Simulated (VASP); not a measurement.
# CdS (Hawleyite) (F-43m) in VASP: relaxation of cell and atoms with LDA

Aim: the relaxation of cell and atoms of CdS (Hawleyite) with LDA.

Everything below comes from runs of VASP 6.6.1. Logs are shortened: lines on timing, memory, paths and dates and some standing lists are left out, and cuts for length are marked.

## Step 1: The cell of the first run

It takes space group F-43m (No. 216, cubic). Conventional cell: a = 5.833 Å, b = 5.833 Å, c = 5.833 Å, α = 90.00°, β = 90.00°, γ = 90.00°. Within 3.3 Å of Cd (site symmetry -43m) lie 4 S at 2.53 Å. Within 3.3 Å of S (site symmetry -43m) lie 4 Cd at 2.53 Å.

## Step 2: Relaxation of cell and atoms, LDA

The input, INCAR:

```
SYSTEM = CdS
PREC = Accurate ; ENCUT = 600
EDIFF = 1E-7 ; ISMEAR = -1
SIGMA = 0.08 ; LREAL = .False.
LASPH = .True. ; NELM = 80
ALGO = Normal ; ISIF = 3
LWAVE = .False. ; LCHARG = .False.
GGA = CA ; IBRION = 2
NSW = 100 ; EDIFFG = -0.002
```

The input, KPOINTS:

```
Automatic mesh
0
Gamma
  12 12 12
  0 0 0
```

The input, POSCAR:

```
CdS
1.0
    2.9165000000      2.9165000000      0.0000000000
   -2.9165000000      2.9165000000      0.0000000000
    0.0000000000      2.9165000000      2.9165000000
Cd S
1 1
Direct
    0.0000000000      0.0000000000      0.0000000000
    0.7500000000      0.2500000000      0.5000000000
```

Potentials or basis: VASP PAW LDA potentials, release 64 (Cd, S).

Run with:

```sh
$ cat potpaw_LDA.64/Cd/POTCAR potpaw_LDA.64/S/POTCAR > POTCAR
$ mpirun -np 1 vasp_std > vasp.out
```

OUTCAR:

```text
SYSTEM = CdS
   PREC = Accurate
   ENCUT = 600
   EDIFF = 1E-7
   ISMEAR = -1
   LREAL = .False.
   LASPH = .True.
   NELM = 80
   ISIF = 3
   GGA = CA
   IBRION = 2
   NSW = 100
   EDIFFG = -0.002

 ion  position               nearest neighbor table
   1  0.000  0.000  0.000-   2 2.53   2 2.53   2 2.53   2 2.53
   2  0.750  0.250  0.500-   1 2.53   1 2.53   1 2.53   1 2.53

  LATTYP: Found a face centered cubic cell.
 ALAT       =     5.8330000000

  Lattice vectors:

 A1 = (   0.0000000000,   2.9165000000,   2.9165000000)
 A2 = (   2.9165000000,   0.0000000000,   2.9165000000)
 A3 = (   2.9165000000,   2.9165000000,   0.0000000000)

Analysis of symmetry for initial positions (statically):
=====================================================================
 Subroutine PRICEL returns:
 Original cell was already a primitive cell.

 Routine SETGRP: Setting up the symmetry group for a
 face centered cubic supercell.

 Subroutine GETGRP returns: Found 24 space group operations
 (whereof 24 operations were pure point group operations)
 out of a pool of 48 trial point group operations.

The static configuration has the point symmetry T_d .

Analysis of symmetry for dynamics (positions and initial velocities):
=====================================================================
 Subroutine PRICEL returns:
 Original cell was already a primitive cell.

 Routine SETGRP: Setting up the symmetry group for a
 face centered cubic supercell.

 Subroutine GETGRP returns: Found 24 space group operations
 (whereof 24 operations were pure point group operations)
 out of a pool of 48 trial point group operations.

The dynamic configuration has the point symmetry T_d .

 Subroutine INISYM returns: Found 24 space group operations
 (whereof 24 operations are pure point group operations),
 and found     1 'primitive' translations

----------------------------------------------------------------------------------------

                                     Primitive cell

  volume of cell :      49.6153

  direct lattice vectors                    reciprocal lattice vectors
     2.916500000  2.916500000  0.000000000     0.171438368  0.171438368 -0.171438368
    -2.916500000  2.916500000  0.000000000    -0.171438368  0.171438368 -0.171438368
     0.000000000  2.916500000  2.916500000     0.000000000  0.000000000  0.342876736

[... 96 lines left out ...]
   EMIN   =  10.00;   EMAX   =-10.00  energy-range for DOS
   EFERMI =   0.00;   METHOD = LEGACY
   ISMEAR =    -1;   SIGMA  =   0.08  broadening in eV -4-tet -1-fermi 0-gaus
   EFERMI_NEDOS =   21; number of points for ismear=-14 and -15
   IALGO  =     38    algorithm
   IMIX   =      4    mixing-type and parameters
     AMIX     =   0.40;   BMIX     =  1.00
     AMIX_MAG =   1.60;   BMIX_MAG =  1.00
  volume/ion in A,a.u.               =      24.81       167.41
  Fermi-wavevector in a.u.,A,eV,Ry     =   1.167599  2.206442 18.548649  1.363287
  Thomas-Fermi vector in A             =   2.304097
   LORBIT       =      0    0 simple, 1 ext, 2 COOP (PROOUT), +10 PAW based schemes
   GGA     = CA    functional components
   LHFCALC =     F    Hartree Fock is set to
   AEXX    =    0.0000 exact exchange contribution
   IVDW    =     0    specifies the selected vdW correction
   LEPSILON=     F    determine dielectric tensor
   LRPA    =     F    only Hartree local field effects (RPA)
 conjugate gradient relaxation of ions
 non-spin polarized calculation
  energy-cutoff  :      600.00
  volume of cell :       49.62
 maximum number of plane-waves:      1676
 NGX is ok and might be reduce to    36
   NGX = 17   NGY = 17   NGZ = 17

--------------------------------------- Ionic step        1  -------------------------------------------

 number of electron      17.9999999 magnetization

 Free energy of the ion-electron system (eV)
  ---------------------------------------------------
  ext. energy  EPLUGINS =         0.00000000
  ---------------------------------------------------
  free energy    TOTEN  =        -7.39811880 eV

  energy without entropy =       -7.39809489  energy(sigma->0) =       -7.39810685

------------------------ aborting loop because EDIFF is reached ----------------------------------------

  FORCE on cell =-STRESS in cart. coord.  units (eV):
  Direction    XX          YY          ZZ          XY          YZ          ZX
  --------------------------------------------------------------------------------------
  -------------------------------------------------------------------------------------
  Total       -0.6266903     -0.6266903     -0.6266903      0.0000000      0.0000000     -0.0000000
  in kB      -20.2370692    -20.2370692    -20.2370692      0.0000000      0.0000000     -0.0000000
  external PRESSURE =     -20.2370692 kB  Pullay stress =       0.0000000 kB
[... 59 lines left out ...]
--------------------------------------- Ionic step        3  -------------------------------------------

 number of electron      18.0000001 magnetization

 Free energy of the ion-electron system (eV)
  ---------------------------------------------------
  ext. energy  EPLUGINS =         0.00000000
  ---------------------------------------------------
  free energy    TOTEN  =        -7.40831242 eV

  energy without entropy =       -7.40829664  energy(sigma->0) =       -7.40830453

 E-fermi :   2.0143     XC(G=0):  -9.7325

 val. band max:        1.4131795935   @ k =   0.0000   0.0000   0.0000
 cond. band min:       2.3750766114   @ k =   0.0000   0.0000   0.0000
 fundamental gap:      0.9618970179
 Fermi energy:         2.0142951987

 k-point     1 :       0.0000    0.0000    0.0000
  band No.  band energies     occupation
      1     -11.1475      2.00000
      2      -6.4925      2.00000
      3      -6.4925      2.00000
      4      -6.4925      2.00000
      5      -5.9628      2.00000
      6      -5.9628      2.00000
      7       1.4132      1.99891
      8       1.4132      1.99891
      9       1.4132      1.99891
     10       2.3751      0.02176
     11       7.7658      0.00000
     12       7.7658      0.00000
     13       7.7658      0.00000
[... 354 lines left out ...]
  band No.  band energies     occupation
      1     -10.6970      2.00000
      2      -6.3484      2.00000
      3      -6.3045      2.00000
      4      -6.0609      2.00000
      5      -5.9094      2.00000
      6      -5.7687      2.00000
      7      -2.4056      2.00000
      8       0.0222      2.00000
      9       0.2584      2.00000
     10       5.1209      0.00000
     11       7.0383      0.00000
     12       8.4152      0.00000
     13       9.0901      0.00000

 [... further k-points ...]
[... 5 lines left out ...]
  --------------------------------------------------------------------------------------
  -------------------------------------------------------------------------------------
  Total       -0.0003675     -0.0003675     -0.0003675     -0.0000000      0.0000000     -0.0000000
  in kB       -0.0122536     -0.0122536     -0.0122536     -0.0000000      0.0000000     -0.0000000
  external PRESSURE =      -0.0122536 kB  Pullay stress =       0.0000000 kB
[... 17 lines left out ...]
  FREE ENERGIE OF THE ION-ELECTRON SYSTEM (eV)
  ---------------------------------------------------
  free  energy   TOTEN  =        -7.4083124211 eV

  energy  without entropy=       -7.4082966386  energy(sigma->0) =       -7.40830453

 reached required accuracy - stopping structural energy minimisation
```

CONTCAR:

```text
CdS
   1.00000000000000
     2.8854860013370853    2.8854860013370853    0.0000000000000000
    -2.8854860013370853    2.8854860013370853    0.0000000000000000
     0.0000000000000000    2.8854860013370853    2.8854860013370853
  Cd              S
     1     1
Direct
     0.0000000000000000    0.0000000000000000    1.0000000000000000
     0.7500000000000000    0.2500000000000000    0.5000000000000000

  0.00000000E+00  0.00000000E+00  0.00000000E+00
  0.00000000E+00  0.00000000E+00  0.00000000E+00
```

Wall time 82 s (1 thread of Intel Xeon Platinum 8488C (Sapphire Rapids), shared host); peak memory 0.21 GiB.

Results:

- Free energy: -7.4083 eV
- Relaxed volume: 24.02 Å³/atom
- Relaxed cell: a = 4.081 Å, b = 4.081 Å, c = 4.081 Å, α = 60.00°, β = 60.00°, γ = 90.00°
- Space group after relaxing (to 0.05 Å): F-43m (No. 216)
- Energy gained by relaxing: 5.1 meV/atom
- Ionic steps: 3
- Pressure after relaxing: 0.0 GPa
- Band gap on the k mesh: 0.96 eV, direct

The path:
| step | energy change (eV) | largest force (eV/Å) | pressure (GPa) | volume (Å³) |
| --- | --- | --- | --- | --- |
| 1 | 0.0000 | 0.0000 | -2.02 | 49.62 |
| 2 | -0.0083 | 0.0000 | 0.96 | 47.40 |
| 3 | -0.0102 | 0.0000 | 0.00 | 48.05 |

Final structure:
```
Cd S
1.0
     2.88549    2.88549    0.00000
    -2.88549    2.88549    0.00000
     0.00000    2.88549    2.88549
Cd S
1 1
Direct
  0.00000 0.00000 0.00000
  0.75000 0.25000 0.50000
```

Levels at points of the mesh, in eV from the valence-band top:
```tsv
k point	band 6	band 7	band 8	band 9	band 10	band 11	band 12	band 13
(0.00, 0.00, 0.00)	-7.38	0.00	0.00	0.00	0.96	6.35	6.35	6.35
(0.50, 0.00, 0.00)	-6.96	-4.72	-0.82	-0.82	2.83	6.84	6.84	7.32
(0.50, 0.50, 0.00)	-6.90	-4.20	-2.04	-2.04	3.25	4.20	9.10	10.74
```
